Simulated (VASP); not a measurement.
# Ta3N (P-3m1) in VASP: notebook

Aim: see how the results for Ta3N move with the level of theory and the settings. Levels: PBEsol+U, PBEsol, PBE-based global hybrid with 10 % exact exchange. Tasks: relaxation of cell and atoms, single point.

All numbers are computed with VASP 6.6.1; they aren't measurements. Logs are shortened: lines on timing, memory, paths and dates and some standing lists are left out, and cuts for length are marked.

### 1 The cell of the first run

The structure is trigonal, space group P-3m1 (No. 164). The conventional cell has a = 3.032 Å, b = 3.032 Å, c = 7.524 Å, α = 90.00°, β = 90.00°, γ = 120.00°. Within 3.2 Å of Ta (site symmetry 3m) lie 3 N at 2.19 Å and 12 Ta at 3.01 to 3.15 Å. Within 4.0 Å of Ta (site symmetry -3m) lie 12 Ta at 3.01 to 3.03 Å and 2 N at 3.76 Å. Within 2.9 Å of N (site symmetry -3m) lie 6 Ta at 2.19 Å.

### 2 Relaxation of cell and atoms, PBEsol+U

Input file INCAR:

```
  PREC = Accurate
  ENCUT = 600
  EDIFF = 1E-6
  ISMEAR = -1
  SIGMA = 0.05
  LREAL = False
  LASPH = True
  NELM = 150
  ALGO = Normal
  ISIF = 3
  LWAVE = False
  LCHARG = False
  LMAXMIX = 4
  LDAU = True
  LDAUTYPE = 2
  LDAUL = 2 -1
  LDAUU = 2 0
  LDAUJ = 0 0
  LDAUPRINT = 1
  GGA = PS
  IBRION = 2
  NSW = 60
  EDIFFG = -0.01
```

Input file KPOINTS:

```
Automatic mesh
0
Gamma
  10 10 4
```

Input file POSCAR:

```
Ta3N
1.0
    3.0322239879      0.0000000000      0.0000000000
   -1.5161119940      2.6259830035      0.0000000000
    0.0000000000      0.0000000000      7.5241370000
Ta N
3 1
Direct
    0.6666666667      0.3333333333      0.8260700000
    0.3333333333      0.6666666667      0.1739300000
    0.0000000000      0.0000000000      0.5000000000
    0.0000000000      0.0000000000      0.0000000000
```

Potentials or basis: VASP PAW PBE potentials, release 64 (Ta_pv, N).

Started as:

```
> cat potpaw_PBE.64/Ta_pv/POTCAR potpaw_PBE.64/N/POTCAR > POTCAR
> mpirun -np 1 vasp_std > vasp.out
```

OUTCAR:

```text
PREC = Accurate
   ENCUT = 600
   EDIFF = 1E-6
   ISMEAR = -1
   LREAL = False
   LASPH = True
   NELM = 150
   ISIF = 3
   GGA = PS
   IBRION = 2
   NSW = 60
   EDIFFG = -0.01

 ion  position               nearest neighbor table
   1  0.667  0.333  0.826-   4 2.19   4 2.19   4 2.19   3 3.01   3 3.01   3 3.01   2 3.15   2 3.15
                             2 3.15
   2  0.333  0.667  0.174-   4 2.19   4 2.19   4 2.19   3 3.01   3 3.01   3 3.01   1 3.15   1 3.15
                             1 3.15
   3  0.000  0.000  0.500-   1 3.01   2 3.01   1 3.01   2 3.01   1 3.01   2 3.01
   4  0.000  0.000  0.000-   1 2.19   2 2.19   1 2.19   2 2.19   1 2.19   2 2.19

  LATTYP: Found a hexagonal cell.
 ALAT       =     3.0322239879
 C/A-ratio  =     2.4813922158

  Lattice vectors:

 A1 = (   3.0322239879,   0.0000000000,   0.0000000000)
 A2 = (  -1.5161119940,   2.6259830035,   0.0000000000)
 A3 = (   0.0000000000,   0.0000000000,   7.5241370000)

Analysis of symmetry for initial positions (statically):
=====================================================================
 Subroutine PRICEL returns:
 Original cell was already a primitive cell.

 Routine SETGRP: Setting up the symmetry group for a
 hexagonal supercell.

 Subroutine GETGRP returns: Found 12 space group operations
 (whereof 12 operations were pure point group operations)
 out of a pool of 24 trial point group operations.

The static configuration has the point symmetry D_3d.

Analysis of symmetry for dynamics (positions and initial velocities):
=====================================================================
 Subroutine PRICEL returns:
 Original cell was already a primitive cell.

 Routine SETGRP: Setting up the symmetry group for a
 hexagonal supercell.

 Subroutine GETGRP returns: Found 12 space group operations
 (whereof 12 operations were pure point group operations)
 out of a pool of 24 trial point group operations.

The dynamic configuration has the point symmetry D_3d.

 Subroutine INISYM returns: Found 12 space group operations
 (whereof 12 operations are pure point group operations),
 and found     1 'primitive' translations

----------------------------------------------------------------------------------------

                                     Primitive cell

  volume of cell :      59.9115
[... 102 lines left out ...]
   TEBEG  =    0.0;   TEEND  =   0.0 temperature during run
   PSTRESS=    0.0 pullay stress
   NELECT =      38.0000    total number of electrons
   NUPDOWN=      -1.0000    fix difference up-down
   EMIN   =  10.00;   EMAX   =-10.00  energy-range for DOS
   EFERMI =   0.00;   METHOD = LEGACY
   ISMEAR =    -1;   SIGMA  =   0.05  broadening in eV -4-tet -1-fermi 0-gaus
   EFERMI_NEDOS =   21; number of points for ismear=-14 and -15
   IALGO  =     38    algorithm
   IMIX   =      4    mixing-type and parameters
     AMIX     =   0.40;   BMIX     =  1.00
     AMIX_MAG =   1.60;   BMIX_MAG =  1.00
  volume/ion in A,a.u.               =      14.98       101.08
  Fermi-wavevector in a.u.,A,eV,Ry     =   1.406585  2.658061 26.918884  1.978482
  Thomas-Fermi vector in A             =   2.528931
   LORBIT       =      0    0 simple, 1 ext, 2 COOP (PROOUT), +10 PAW based schemes
 LDA+U is selected, type is set to LDAUTYPE =  2
   angular momentum for each species LDAUL =     2   -1
   U (eV)           for each species LDAUU =   2.0  0.0
   J (eV)           for each species LDAUJ =   0.0  0.0
   GGA     = PS    functional components
   LHFCALC =     F    Hartree Fock is set to
   AEXX    =    0.0000 exact exchange contribution
   IVDW    =     0    specifies the selected vdW correction
   LEPSILON=     F    determine dielectric tensor
   LRPA    =     F    only Hartree local field effects (RPA)
 conjugate gradient relaxation of ions
 non-spin polarized calculation
  energy-cutoff  :      600.00
  volume of cell :       59.91
 maximum number of plane-waves:      2028
   NGX = 13   NGY = 13   NGZ = 31

--------------------------------------- Ionic step        1  -------------------------------------------

 number of electron      37.9999999 magnetization

 Free energy of the ion-electron system (eV)
  ---------------------------------------------------
  ext. energy  EPLUGINS =         0.00000000
  ---------------------------------------------------
  free energy    TOTEN  =       -43.07603632 eV

  energy without entropy =      -43.05217523  energy(sigma->0) =      -43.06410577

------------------------ aborting loop because EDIFF is reached ----------------------------------------

  FORCE on cell =-STRESS in cart. coord.  units (eV):
  Direction    XX          YY          ZZ          XY          YZ          ZX
  --------------------------------------------------------------------------------------
  -------------------------------------------------------------------------------------
  Total       -0.8034928     -0.8034928     -0.5365549      0.0000000     -0.0000000      0.0000000
  in kB      -21.4873410    -21.4873410    -14.3487756      0.0000000     -0.0000000      0.0000000
  external PRESSURE =     -19.1078192 kB  Pullay stress =       0.0000000 kB
[... 238 lines left out ...]
--------------------------------------- Ionic step        5  -------------------------------------------

 number of electron      37.9999997 magnetization

 Free energy of the ion-electron system (eV)
  ---------------------------------------------------
  ext. energy  EPLUGINS =         0.00000000
  ---------------------------------------------------
  free energy    TOTEN  =       -43.07944005 eV

  energy without entropy =      -43.05545561  energy(sigma->0) =      -43.06744783

 E-fermi :   6.8193     XC(G=0): -12.8587

 val. band max:        6.8028285296   @ k =   0.2000   0.0000   0.0000
 cond. band min:       6.8462877604   @ k =   0.2000   0.2000   0.0000
 fundamental gap:      0.0434592308
 Fermi energy:         6.8193277653

 k-point     1 :       0.0000    0.0000    0.0000
  band No.  band energies     occupation
      1     -28.7331      2.00000
      2     -28.4373      2.00000
      3     -28.0959      2.00000
      4     -28.0959      2.00000
      5     -28.0656      2.00000
      6     -28.0656      2.00000
[... 613 lines left out ...]
     22       9.8921      0.00000
     23      11.1416      0.00000

 [... further k-points ...]

------------------------ aborting loop because EDIFF is reached ----------------------------------------

  FORCE on cell =-STRESS in cart. coord.  units (eV):
  Direction    XX          YY          ZZ          XY          YZ          ZX
  --------------------------------------------------------------------------------------
  -------------------------------------------------------------------------------------
  Total        0.0100768      0.0100768      0.0318920     -0.0000000      0.0000000     -0.0000000
  in kB        0.2714050      0.2714050      0.8589689     -0.0000000      0.0000000     -0.0000000
  external PRESSURE =       0.4672597 kB  Pullay stress =       0.0000000 kB
[... 19 lines left out ...]
  FREE ENERGIE OF THE ION-ELECTRON SYSTEM (eV)
  ---------------------------------------------------
  free  energy   TOTEN  =       -43.0794400549 eV

  energy  without entropy=      -43.0554556087  energy(sigma->0) =      -43.06744783

 reached required accuracy - stopping structural energy minimisation
```

OSZICAR:

```text
N       E                     dE             d eps       ncg     rms          rms(c)
DAV:   1     0.357145007175E+03    0.35715E+03   -0.23580E+04  2300   0.192E+03
DAV:   2    -0.295723575785E+02   -0.38672E+03   -0.38262E+03  2587   0.503E+02
DAV:   3    -0.469691754329E+02   -0.17397E+02   -0.17045E+02  2983   0.941E+01
[... 42 lines left out ...]
DAV:   2    -0.430796647129E+02    0.19515E-03   -0.56120E-03  2624   0.557E-01    0.804E-02
DAV:   3    -0.430795241287E+02    0.14058E-03   -0.16167E-03  3091   0.212E-01    0.508E-02
DAV:   4    -0.430794391914E+02    0.84937E-04   -0.49647E-04  2979   0.126E-01    0.226E-02
DAV:   5    -0.430794395042E+02   -0.31279E-06   -0.20066E-05  2820   0.310E-02    0.175E-02
DAV:   6    -0.430794400549E+02   -0.55073E-06   -0.49777E-06  2578   0.131E-02
   5 F= -.43079440E+02 E0= -.43067448E+02  d E =-.254353E-03
```

It took 5.2 min on 1 thread of Intel Xeon 8259CL, shared host; peak memory 0.24 GiB.

Results:

- Free energy: -43.0794 eV
- Relaxed volume: 14.87 Å³/atom
- Relaxed cell: a = 3.022 Å, b = 3.022 Å, c = 7.521 Å, α = 90.00°, β = 90.00°, γ = 120.00°
- Space group after relaxing (to 0.1 Å): P-3m1 (No. 164)
- Energy gained by relaxing: 0.9 meV/atom
- Ionic steps: 5
- Pressure after relaxing: 0.0 GPa
- Largest force after relaxing: 0.003 eV/Å
- Band gap on the k mesh: zero (bands 19 and 20 overlap by 0.57 eV)

Forces on the atoms (eV/Å):
```
Ta   0.000  0.000 -0.003
Ta   0.000  0.000  0.003
Ta   0.000  0.000  0.000
N    0.000  0.000  0.000
```

The path:
| step | energy change (eV) | largest force (eV/Å) | pressure (GPa) | volume (Å³) |
| --- | --- | --- | --- | --- |
| 1 | 0.0000 | 0.1432 | -1.91 | 59.91 |
| 2 | 0.0149 | 0.1875 | 5.17 | 58.38 |
| 3 | -0.0031 | 0.0513 | 0.10 | 59.45 |
| 4 | -0.0031 | 0.0487 | 0.13 | 59.44 |
| 5 | -0.0034 | 0.0033 | 0.05 | 59.49 |

Final structure:
```xyz
4
Lattice="3.0220 0.0000 0.0000 -1.5110 2.6172 0.0000 0.0000 0.0000 7.5211" Properties=species:S:1:pos:R:3 pbc="T T T"
Ta    1.5110    0.8724    6.2173
Ta    0.0000    1.7448    1.3038
Ta   -1.5110    2.6172    3.7606
N     0.0000    0.0000    0.0000
```

Eigenvalues of the final occupation matrices:
| site | spin | trace | eigenvalues |
| --- | --- | --- | --- |
| site 1 d | 1 | 1.18 | 0.22 0.22 0.24 0.24 0.25 |
| site 1 d | 2 | 1.18 | 0.22 0.22 0.24 0.24 0.25 |
| site 2 d | 1 | 1.18 | 0.22 0.22 0.24 0.24 0.25 |
| site 2 d | 2 | 1.18 | 0.22 0.22 0.24 0.24 0.25 |
| site 3 d | 1 | 1.09 | 0.16 0.16 0.25 0.25 0.28 |
| site 3 d | 2 | 1.09 | 0.16 0.16 0.25 0.25 0.28 |

Caveat: the PAW data sets were made with another functional, which shifts forces and pressure a little; spin-orbit coupling is left out, which moves the levels of the heavy elements; U without spin polarisation on a metal has little footing.

### 3 Relaxation of cell and atoms, PBEsol+U

Input file INCAR:

```
PREC = Accurate
ENCUT = 600
EDIFF = 1E-7
ISMEAR = -1
SIGMA = 0.05
LREAL = False
LASPH = True
NELM = 150
ALGO = Normal
ISIF = 3
LWAVE = False
LCHARG = False
LMAXMIX = 4
LDAU = True
LDAUTYPE = 2
LDAUL = 2 -1
LDAUU = 3 0
LDAUJ = 0 0
LDAUPRINT = 1
GGA = PS
IBRION = 2
NSW = 60
EDIFFG = -0.01
```

Input file KPOINTS:

```
regular mesh
0
Gamma
  10 10 4
```

POSCAR is that of step 2.

Potentials or basis: VASP PAW PBE potentials, release 64 (Ta_pv, N).

Started as:

```
> cat potpaw_PBE.64/Ta_pv/POTCAR potpaw_PBE.64/N/POTCAR > POTCAR
> mpirun -np 1 vasp_std > vasp.out
```

Run time: 6.1 min. Hardware: 1 thread of Intel Xeon 8259CL, shared host; peak memory 0.24 GiB.

The run converged. Its results:

* Free energy: -40.4708 eV
* Relaxed volume: 15.05 Å³/atom
* Relaxed cell: a = 3.031 Å, b = 3.031 Å, c = 7.566 Å, α = 90.00°, β = 90.00°, γ = 120.00°
* Space group after relaxing (to 0.1 Å): P-3m1 (No. 164)
* Energy gained by relaxing: 0.4 meV/atom
* Ionic steps: 7
* Pressure after relaxing: 0.0 GPa
* Band gap on the k mesh: zero (bands 19 and 20 overlap by 0.45 eV)

The path:
```csv
step,energy change (eV),largest force (eV/Å),pressure (GPa),volume (Å³)
1,0.0000,0.0351,1.18,59.91
2,0.0041,0.0652,-2.74,60.87
3,-0.0013,0.0449,-0.15,60.23
4,-0.0017,0.0185,-0.01,60.21
5,-0.0017,0.0190,-0.01,60.21
6,-0.0017,0.0117,0.00,60.20
7,-0.0018,0.0014,0.00,60.19
```

Final structure:
```
CELL_PARAMETERS angstrom
3.03103 0.00000 0.00000
-1.51552 2.62495 0.00000
0.00000 0.00000 7.56565
ATOMIC_POSITIONS crystal
Ta 0.66667 0.33333 0.82619
Ta 0.33333 0.66667 0.17381
Ta 0.00000 0.00000 0.50000
N 0.00000 0.00000 0.00000
```

Levels at points of the mesh, in eV from the Fermi level:
```tsv
k point	band 16	band 17	band 18	band 19	band 20	band 21	band 22	band 23
(0.00, 0.00, 0.00)	-1.74	-0.36	-0.36	-0.36	0.41	0.41	0.87	1.92
(0.50, 0.00, 0.00)	-3.15	-1.39	-0.57	0.07	0.65	0.87	3.57	4.04
(0.00, 0.00, 0.50)	-1.40	-1.22	-0.17	-0.17	0.64	0.64	1.16	1.42
(0.50, 0.00, 0.50)	-2.92	-1.55	-1.30	-0.06	0.86	1.40	2.54	4.47
```

Eigenvalues of the final occupation matrices:
```
    site  spin  trace               eigenvalues
site 1 d     1   1.15  0.21 0.21 0.24 0.24 0.25
site 1 d     2   1.15  0.21 0.21 0.24 0.24 0.25
site 2 d     1   1.15  0.21 0.21 0.24 0.24 0.25
site 2 d     2   1.15  0.21 0.21 0.24 0.24 0.25
site 3 d     1   1.06  0.15 0.15 0.24 0.24 0.28
site 3 d     2   1.06  0.15 0.15 0.24 0.24 0.28
```

Caveat: the PAW data sets were made with another functional, which shifts forces and pressure a little; spin-orbit coupling is left out, which moves the levels of the heavy elements; U without spin polarisation on a metal has little footing.

### 4 Single point, PBEsol

Input file INCAR:

```
PREC = Accurate ; ENCUT = 520
EDIFF = 1E-7 ; ISMEAR = -1
SIGMA = 0.05 ; LREAL = False
LASPH = True ; NELM = 80
ALGO = Normal ; ISIF = 2
LWAVE = False ; LCHARG = True
GGA = PS ; LELF = True
LVHAR = True ; NBANDS = 27
```

KPOINTS is that of step 3.

POSCAR is that of step 3.

Started as:

```
> cat potpaw_PBE.64/Ta_pv/POTCAR potpaw_PBE.64/N/POTCAR > POTCAR
> mpirun -np 1 vasp_std > vasp.out
```

It took 57 s on 1 thread of Intel Xeon Platinum 8259CL at 2.50GHz (Skylake/Cascade Lake), shared host; peak memory 0.22 GiB.

Results (log left out):

| Item | Value |
| --- | --- |
| Free energy | -48.3893 eV |
| Pressure | -7.8 GPa |
| Largest force | 0.342 eV/Å |
| Band gap on the k mesh | zero (bands 19 and 20 overlap by 0.65 eV) |

Forces on the atoms (eV/Å):
```
Ta   0.000  0.000  0.342
Ta   0.000  0.000 -0.342
Ta   0.000  0.000  0.000
N    0.000  0.000  0.000
```

Stress tensor (GPa, compression positive):
```
-7.95  0.00  0.00
 0.00 -7.95  0.00
 0.00  0.00 -7.39
```

Levels at points of the mesh, in eV from the Fermi level:
```csv
k point,band 15,band 16,band 17,band 18,band 19,band 20,band 21,band 22,band 23,band 24
"(0.00, 0.00, 0.00)",-3.55,-1.37,-0.49,-0.49,-0.32,0.26,0.26,0.95,1.85,1.85
"(0.50, 0.00, 0.00)",-3.77,-3.11,-1.16,-0.51,0.19,0.68,0.89,3.49,4.01,4.35
"(0.00, 0.00, 0.50)",-3.73,-1.24,-1.14,-0.27,-0.27,0.53,0.53,1.23,1.27,1.27
"(0.50, 0.00, 0.50)",-3.69,-2.90,-1.31,-1.24,0.16,0.94,1.24,2.40,4.39,4.45
```

Caveat: the cell stands under tension; the PAW data sets were made with another functional, which shifts forces and pressure a little; spin-orbit coupling is left out, which moves the levels of the heavy elements.

### 5 Single point, PBE-based global hybrid with 10 % exact exchange

POSCAR is that of step 4.

Input file INCAR.step1:

```
PREC = Accurate
ENCUT = 520
EDIFF = 1E-5
ISMEAR = -1
SIGMA = 0.05
LREAL = F
LASPH = T
NELM = 80
ALGO = Normal
ISIF = 2
LWAVE = T
GGA = PE
NBANDS = 27
```

Input file INCAR.step2:

```
PREC = Accurate
ENCUT = 520
EDIFF = 1E-6
ISMEAR = -1
SIGMA = 0.05
LREAL = F
LASPH = T
NELM = 80
ALGO = Normal
ISIF = 2
LWAVE = F
LCHARG = T
GGA = PE
LHFCALC = T
AEXX = 0.1
PRECFOCK = Normal
LELF = T
LVHAR = T
ISTART = 1
NBANDS = 27
```

Input file KPOINTS:

```
regular mesh
0
Gamma
  6 6 2
```

Started as:

```
> cat potpaw_PBE.64/Ta_pv/POTCAR potpaw_PBE.64/N/POTCAR > POTCAR
> cp INCAR.step1 INCAR
> mpirun -np 1 vasp_std > vasp.out
> cp INCAR.step2 INCAR
> mpirun -np 1 vasp_std > vasp.out
```

Wall time 68 min (1 thread of Oxide Virtual Turin-like, shared host); peak memory 0.17 GiB.

Results (log left out):

```
Free energy            : -50.1292 eV
Pressure               : -2.2 GPa
Largest force          : 0.232 eV/Å
Band gap on the k mesh : zero (bands 19 and 20 overlap by 0.46 eV)
```

Forces on the atoms (eV/Å):
```
Ta   0.000  0.000  0.232
Ta   0.000  0.000 -0.232
Ta   0.000  0.000  0.000
N    0.000  0.000  0.000
```

Stress tensor (GPa, compression positive):
```
-4.68  0.00  0.00
 0.00 -4.68  0.00
 0.00  0.00  2.75
```

Levels at points of the mesh, in eV from the Fermi level:
| k point | band 16 | band 17 | band 18 | band 19 | band 20 | band 21 | band 22 | band 23 |
| --- | --- | --- | --- | --- | --- | --- | --- | --- |
| (0.00, 0.00, 0.00) | -1.78 | -0.59 | -0.59 | -0.49 | 0.53 | 0.53 | 1.06 | 2.12 |
| (0.50, 0.00, 0.00) | -3.51 | -1.55 | -0.72 | 0.22 | 0.89 | 0.97 | 3.82 | 4.39 |
| (0.00, 0.00, 0.50) | -1.57 | -1.40 | -0.38 | -0.38 | 0.83 | 0.83 | 1.38 | 1.58 |
| (0.50, 0.00, 0.50) | -3.31 | -1.70 | -1.54 | 0.12 | 1.11 | 1.57 | 2.72 | 4.75 |

Caveat: the k points lie up to 0.42 Å⁻¹ apart; the PAW data sets were made with another functional, which shifts forces and pressure a little; spin-orbit coupling is left out, which moves the levels of the heavy elements.

### 6 Summary

```csv
task,level,U,cell,k mesh,cutoff (eV),grid for exact exchange (PRECFOCK),share of exact exchange,gap on the mesh (eV),pressure (GPa),relaxed volume (Å³/atom),largest force (eV/Å)
relaxation of cell and atoms,PBEsol+U,Ta d U = 2.0 eV,relaxed,10 × 10 × 4,600,-,-,none,0.0,14.87,-
relaxation of cell and atoms,PBEsol+U,Ta d U = 3.0 eV,relaxed,10 × 10 × 4,600,-,-,none,0.0,15.05,-
single point,PBEsol,-,as given,10 × 10 × 4,520,-,-,none,-7.8,-,0.34
single point,PBE-based global hybrid with 10 % exact exchange,-,as given,6 × 6 × 2,520,Normal,0.1,none,-2.2,-,0.23
```

Alike in all rows: potentials or basis VASP PAW PBE potentials, release 64 (Ta_pv, N); no spin polarisation; smearing fermi-dirac 0.05 eV.

Caveats: some runs use coarse meshes; the PAW data sets were made with another functional, which shifts forces and pressure a little; spin-orbit coupling is left out, which moves the levels of the heavy elements; U without spin polarisation on a metal has little footing (at least some runs); the cell stands under tension (at least some runs).

Absolute energies hang on the potentials; compare differences alone.
